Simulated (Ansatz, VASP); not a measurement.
## One calculation of ZnS, two programs

```
CELL_PARAMETERS angstrom
3.64918 0.00000 0.00000
-1.82459 3.16028 0.00000
0.00000 0.00000 6.01330
ATOMIC_POSITIONS crystal
Zn 0.33333 0.66667 0.00612
Zn 0.66667 0.33333 0.50612
S 0.33333 0.66667 0.37888
S 0.66667 0.33333 0.87888
```

Alike in both runs: task single point; functional LDA; k mesh 6 × 6 × 4; no spin polarisation.

|  | VASP | Ansatz |
| --- | --- | --- |
| version | VASP 6.6.1 | Ansatz 0.2.0 |
| potentials or method | VASP PAW LDA potentials, release 64 (Zn, S), cutoff 520 eV | all-electron LAPW, scalar-relativistic |
| occupations | gaussian, width 0.01 eV | fixed |

|  | VASP | Ansatz | Ansatz less VASP |
| --- | --- | --- | --- |
| gap on the k mesh at the Fermi level (eV) | 2.55 | 2.51 | -0.038 |
| pressure (GPa) | 7.4 | 7.0 | -0.35 |

LDA's correlation is that of Perdew and Zunger in VASP and of Perdew and Wang (1992) in Ansatz. Ansatz ran all-electron here, and VASP with PAW potentials.
